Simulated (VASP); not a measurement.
# Os in VASP: a series of runs

The runs below take Os through electric field gradients, with PBEsol.

All numbers are computed with VASP 6.6.1; they aren't measurements. Logs are shortened: lines on timing, memory, paths and dates and some standing lists are left out, and cuts for length are marked.

**1. The cell of the first run**

It takes space group R-3m (No. 166, trigonal). Conventional cell: a = 2.764 Å, b = 2.764 Å, c = 6.670 Å, α = 90.00°, β = 90.00°, γ = 120.00°. Os (site symmetry -3m) has 12 Os at 2.74 to 2.76 Å within 3.6 Å.

**2. Electric field gradients, PBEsol (equal xy, yz and zx shear strains of -1 %)**

INCAR

```
ALGO = Normal
EDIFF = 1E-8
ENCUT = 520
GGA = PS
ISIF = 2
ISMEAR = -1
LASPH = True
LCHARG = False
LEFG = True
LREAL = False
LWAVE = False
NBANDS = 10
NELM = 100
PREC = Accurate
SIGMA = 0.05
```

KPOINTS

```
k-points
0
Gamma
  14 14 14
```

POSCAR

```
Os
1.0
   -0.0194500000      1.9352750000      1.9352750000
    1.9352750000     -0.0194500000      1.9352750000
    1.9352750000      1.9352750000     -0.0194500000
Os
1
Direct
    0.0000000000      0.0000000000      0.0000000000
```

Potentials or basis: VASP PAW PBE potentials, release 64 (Os).

Command:

```sh
> cat potpaw_PBE.64/Os/POTCAR > POTCAR
> mpirun -np 1 vasp_std > vasp.out
```

OUTCAR:

```text
EDIFF = 1E-8
   ENCUT = 520
   GGA = PS
   ISIF = 2
   ISMEAR = -1
   LASPH = True
   LREAL = False
   NELM = 100
   PREC = Accurate

 ion  position               nearest neighbor table
   1  0.000  0.000  0.000-

  LATTYP: Found a trigonal (rhomboedric) cell.
 ALAT       =     2.7369612627
 COS(alpha) =     0.4899250057

  Lattice vectors:

 A1 = (  -0.0194500000,   1.9352750000,   1.9352750000)
 A2 = (   1.9352750000,  -0.0194500000,   1.9352750000)
 A3 = (   1.9352750000,   1.9352750000,  -0.0194500000)

Analysis of symmetry for initial positions (statically):
=====================================================================
 Subroutine PRICEL returns:
 Original cell was already a primitive cell.

 Routine SETGRP: Setting up the symmetry group for a
 trigonal (rhombohedral) supercell.

 Subroutine GETGRP returns: Found 12 space group operations
 (whereof 12 operations were pure point group operations)
 out of a pool of 12 trial point group operations.

The static configuration has the point symmetry D_3d.

Analysis of symmetry for dynamics (positions and initial velocities):
=====================================================================
 Subroutine PRICEL returns:
 Original cell was already a primitive cell.

 Routine SETGRP: Setting up the symmetry group for a
 trigonal (rhombohedral) supercell.

 Subroutine GETGRP returns: Found 12 space group operations
 (whereof 12 operations were pure point group operations)
 out of a pool of 12 trial point group operations.

The dynamic configuration has the point symmetry D_3d.

 Subroutine INISYM returns: Found 12 space group operations
 (whereof 12 operations are pure point group operations),
 and found     1 'primitive' translations

----------------------------------------------------------------------------------------

                                     Primitive cell

  volume of cell :      14.7149

  direct lattice vectors                    reciprocal lattice vectors
    -0.019450000  1.935275000  1.935275000    -0.254498585  0.257082327  0.257082327
     1.935275000 -0.019450000  1.935275000     0.257082327 -0.254498585  0.257082327
     1.935275000  1.935275000 -0.019450000     0.257082327  0.257082327 -0.254498585

  length of vectors
[... 115 lines left out ...]
   NGX = 11   NGY = 11   NGZ = 11

 number of electron       8.0000000 magnetization

 Free energy of the ion-electron system (eV)
  ---------------------------------------------------
  ext. energy  EPLUGINS =         0.00000000
  ---------------------------------------------------
  free energy    TOTEN  =       -12.04439775 eV

  energy without entropy =      -12.03432390  energy(sigma->0) =      -12.03936083

 E-fermi :   8.3985     XC(G=0): -13.8654

 val. band max:        8.3956463510   @ k =  -0.3571   0.5000   0.2143
 cond. band min:       8.3985019028   @ k =  -0.0714   0.2857   0.0714
 fundamental gap:      0.0028555517
 Fermi energy:         8.3984970606

 k-point     1 :       0.0000    0.0000    0.0000
  band No.  band energies     occupation
      1      -1.9820      2.00000
      2       5.5525      2.00000
      3       5.5525      2.00000
      4       5.8085      2.00000
      5       8.4780      0.33862
      6       8.4780      0.33862
      7      22.7357      0.00000
      8      28.0852      0.00000
      9      28.0852      0.00000
     10      28.5512      0.00000
[... 287 lines left out ...]
 k-point    24 :       0.2857    0.1429    0.0000
  band No.  band energies     occupation
      1       0.7600      2.00000
      2       4.1735      2.00000
      3       5.9306      2.00000
      4       6.8605      2.00000
      5       8.1294      1.99085
      6       9.4884      0.00000
      7      23.5850      0.00000
      8      26.6000      0.00000
      9      28.8845      0.00000
     10      29.5941      0.00000

 [... further k-points ...]
[... 5 lines left out ...]
  --------------------------------------------------------------------------------------
  -------------------------------------------------------------------------------------
  Total       -1.8220407     -1.8220407     -1.8220407      0.2250012      0.2250012      0.2250012
  in kB     -198.3866875   -198.3866875   -198.3866875     24.4984836     24.4984836     24.4984836
  external PRESSURE =    -198.3866875 kB  Pullay stress =       0.0000000 kB

 VOLUME and BASIS-vectors are now :
 -----------------------------------------------------------------------------
  energy-cutoff  :      520.00
  volume of cell :       14.71
      direct lattice vectors                 reciprocal lattice vectors
    -0.019450000  1.935275000  1.935275000    -0.254498585  0.257082327  0.257082327
     1.935275000 -0.019450000  1.935275000     0.257082327 -0.254498585  0.257082327
     1.935275000  1.935275000 -0.019450000     0.257082327  0.257082327 -0.254498585

 POSITION                                       TOTAL-FORCE (eV/Angst)
 -----------------------------------------------------------------------------------
      0.00000      0.00000      0.00000        -0.000000      0.000000      0.000000
 -----------------------------------------------------------------------------------
    total drift:                                0.000000      0.000000     -0.000000

  FREE ENERGIE OF THE ION-ELECTRON SYSTEM (eV)
  ---------------------------------------------------
  free  energy   TOTEN  =       -12.0443977525 eV

  energy  without entropy=      -12.0343239033  energy(sigma->0) =      -12.03936083

 Electric field gradients (V/A^2)
---------------------------------------------------------------------
 ion       V_xx      V_yy      V_zz      V_xy      V_xz      V_yz
---------------------------------------------------------------------
   1      -0.000    -0.000    -0.000   -15.611   -15.611   -15.611
---------------------------------------------------------------------

 Electric field gradients after diagonalization (V/A^2)
 (convention: |V_zz| > |V_xx| > |V_yy|)
----------------------------------------------------------------------
 ion       V_xx      V_yy      V_zz     asymmetry (V_yy - V_xx)/ V_zz
----------------------------------------------------------------------
   1      15.611    15.611   -31.221       0.000
----------------------------------------------------------------------

           NMR quadrupolar parameters

 Cq : quadrupolar parameter    Cq=e*Q*V_zz/h
 eta: asymmetry parameters     (V_yy - V_xx)/ V_zz
 Q  : nuclear electric quadrupole moment in mb (millibarn)
----------------------------------------------------------------------
 ion       Cq(MHz)       eta       Q (mb)
----------------------------------------------------------------------
   1      -0.075       0.000       1.000
----------------------------------------------------------------------
```

OSZICAR:

```text
N       E                     dE             d eps       ncg     rms          rms(c)
DAV:   1     0.353661028005E+02    0.35366E+02   -0.41625E+03  5864   0.741E+02
DAV:   2    -0.116915721404E+02   -0.47058E+02   -0.44007E+02  5938   0.198E+02
DAV:   3    -0.128412337307E+02   -0.11497E+01   -0.11408E+01  6826   0.289E+01
DAV:   4    -0.128441295862E+02   -0.28959E-02   -0.28954E-02  6256   0.161E+00
DAV:   5    -0.128441393310E+02   -0.97448E-05   -0.97445E-05  6400   0.871E-02    0.153E+01
DAV:   6    -0.122115879764E+02    0.63255E+00   -0.77756E-01  6780   0.695E+00    0.642E+00
DAV:   7    -0.120492185700E+02    0.16237E+00   -0.46503E-01  7110   0.510E+00    0.356E-01
DAV:   8    -0.120460552575E+02    0.31633E-02   -0.20601E-03  5968   0.365E-01    0.245E-01
DAV:   9    -0.120444003862E+02    0.16549E-02   -0.78594E-04  6296   0.301E-01    0.282E-02
DAV:  10    -0.120444007875E+02   -0.40138E-06   -0.89040E-06  6292   0.219E-02    0.996E-03
DAV:  11    -0.120443978055E+02    0.29820E-05   -0.81747E-07  6262   0.131E-02    0.158E-03
DAV:  12    -0.120443977531E+02    0.52456E-07   -0.68190E-09  4282   0.750E-04    0.313E-04
DAV:  13    -0.120443977525E+02    0.50841E-09   -0.42603E-10  3154   0.218E-04
   1 F= -.12044398E+02 E0= -.12039361E+02  d E =-.100738E-01
```

It took 40 s on 1 thread of Intel Xeon Platinum 8259CL at 2.50GHz (Skylake/Cascade Lake), shared host; peak memory 0.16 GiB.

What came out:

| Property | Result |
| --- | --- |
| Free energy | -12.0444 eV |
| Pressure | -19.8 GPa |
| Band gap on the k mesh | zero (band 4 reaches 10.67 eV, above the bottom of band 5 at 7.26 eV) |

Electric field gradients, principal values (V/Å²):
```
atom   least  middle  greatest (by size)
1 Os  15.611  15.611             -31.221
```

Caveat: the cell differs from its parent crystal (equal xy, yz and zx shear strains of -1 %); without QUAD_EFG the Cq values of the log hold for a quadrupole moment of 1 mb, not for the nuclei; the PAW data sets were made with another functional, which shifts forces and pressure a little; spin-orbit coupling is left out, which moves the levels of the heavy elements.

**3. Electric field gradients, PBEsol (volume scaled by 0.96)**

INCAR

```
PREC = Accurate ; ENCUT = 520
EDIFF = 1E-8 ; ISMEAR = -1
SIGMA = 0.05 ; LREAL = False
LASPH = True ; NELM = 100
ALGO = Normal ; ISIF = 2
LWAVE = False ; LCHARG = False
GGA = PS ; LEFG = True
NBANDS = 10
```

KPOINTS

```
Automatic mesh
0
Gamma
  14 14 14
```

POSCAR

```
Os
1.0
    0.0000000000      1.9187129938      1.9187129938
    1.9187129938      0.0000000000      1.9187129938
    1.9187129938      1.9187129938      0.0000000000
Os
1
Direct
    0.0000000000      0.0000000000      0.0000000000
```

Potentials or basis: VASP PAW PBE potentials, release 64 (Os).

Command:

```sh
> cat potpaw_PBE.64/Os/POTCAR > POTCAR
> mpirun -np 1 vasp_std > vasp.out
```

OUTCAR:

```text
PREC = Accurate
   ENCUT = 520
   EDIFF = 1E-8
   ISMEAR = -1
   LREAL = False
   LASPH = True
   NELM = 100
   ISIF = 2
   GGA = PS

 ion  position               nearest neighbor table
   1  0.000  0.000  0.000-

  LATTYP: Found a face centered cubic cell.
 ALAT       =     3.8374259876

  Lattice vectors:

 A1 = (   0.0000000000,   1.9187129938,   1.9187129938)
 A2 = (   1.9187129938,   0.0000000000,   1.9187129938)
[... 517 lines left out ...]
    total drift:                                0.000000      0.000000     -0.000000

  FREE ENERGIE OF THE ION-ELECTRON SYSTEM (eV)
  ---------------------------------------------------
  free  energy   TOTEN  =       -12.0938184373 eV

  energy  without entropy=      -12.0836966519  energy(sigma->0) =      -12.08875754

 Electric field gradients (V/A^2)
---------------------------------------------------------------------
 ion       V_xx      V_yy      V_zz      V_xy      V_xz      V_yz
---------------------------------------------------------------------
   1       0.000     0.000    -0.000    -0.000    -0.000    -0.000
---------------------------------------------------------------------

 Electric field gradients after diagonalization (V/A^2)
 (convention: |V_zz| > |V_xx| > |V_yy|)
----------------------------------------------------------------------
 ion       V_xx      V_yy      V_zz     asymmetry (V_yy - V_xx)/ V_zz
----------------------------------------------------------------------
   1       0.000     0.000    -0.000       0.000
----------------------------------------------------------------------

           NMR quadrupolar parameters

 Cq : quadrupolar parameter    Cq=e*Q*V_zz/h
 eta: asymmetry parameters     (V_yy - V_xx)/ V_zz
 Q  : nuclear electric quadrupole moment in mb (millibarn)
----------------------------------------------------------------------
 ion       Cq(MHz)       eta       Q (mb)
----------------------------------------------------------------------
   1      -0.000       0.000       1.000
----------------------------------------------------------------------
```

OSZICAR:

```text
N       E                     dE             d eps       ncg     rms          rms(c)
DAV:   1     0.363870652736E+02    0.36387E+02   -0.42214E+03  2152   0.743E+02
DAV:   2    -0.117762745823E+02   -0.48163E+02   -0.44406E+02  2136   0.202E+02
DAV:   3    -0.128568546072E+02   -0.10806E+01   -0.10755E+01  2470   0.281E+01
DAV:   4    -0.128596131931E+02   -0.27586E-02   -0.27576E-02  2270   0.153E+00
DAV:   5    -0.128596221929E+02   -0.89998E-05   -0.89987E-05  2294   0.829E-02    0.168E+01
DAV:   6    -0.122662636855E+02    0.59336E+00   -0.66535E-01  2472   0.646E+00    0.743E+00
DAV:   7    -0.120987133840E+02    0.16755E+00   -0.44762E-01  2544   0.503E+00    0.431E-01
DAV:   8    -0.120955610022E+02    0.31524E-02   -0.20349E-03  2160   0.371E-01    0.299E-01
DAV:   9    -0.120938234272E+02    0.17376E-02   -0.88508E-04  2272   0.325E-01    0.247E-02
DAV:  10    -0.120938213501E+02    0.20771E-05   -0.10276E-05  2264   0.235E-02    0.102E-02
DAV:  11    -0.120938184706E+02    0.28796E-05   -0.86057E-07  2282   0.138E-02    0.207E-03
DAV:  12    -0.120938184209E+02    0.49666E-07   -0.53269E-09  1496   0.657E-04    0.322E-04
DAV:  13    -0.120938184316E+02   -0.10696E-07   -0.53551E-10  1138   0.218E-04    0.148E-04
DAV:  14    -0.120938184373E+02   -0.57041E-08   -0.38091E-11  1098   0.607E-05
   1 F= -.12093818E+02 E0= -.12088758E+02  d E =-.101218E-01
```

stdout:

```text
POSCAR found type information on POSCAR Os
 POSCAR found :  1 types and       1 ions
 scaLAPACK will be used
 -----------------------------------------------------------------------------
|                                                                             |
|                                                                             |
|     You enforced a specific xc type in the INCAR file but a different       |
|     I HOPE YOU KNOW WHAT YOU ARE DOING!                                     |
|                                                                             |
 -----------------------------------------------------------------------------

 LDA part: xc-table for (Slater+PW92), standard interpolation
 POSCAR, INCAR and KPOINTS ok, starting setup
 FFT: planning ... GRIDC
 FFT: planning ... GRID_SOFT
 FFT: planning ... GRID
 WAVECAR not read
 entering main loop
ion   1
```

Wall time 6.2 s (1 thread of Intel Xeon 6975P-C (Granite Rapids), shared host); peak memory 0.13 GiB.

What came out:

| Item | Value |
| --- | --- |
| Free energy | -12.0938 eV |
| Pressure | -4.8 GPa |
| Band gap on the k mesh | zero (band 4 reaches 11.44 eV, above the bottom of band 5 at 7.71 eV) |

Caveat: without QUAD_EFG the Cq values of the log hold for a quadrupole moment of 1 mb, not for the nuclei; the PAW data sets were made with another functional, which shifts forces and pressure a little; spin-orbit coupling is left out, which moves the levels of the heavy elements.

(Part 1 of 3 ends here.)
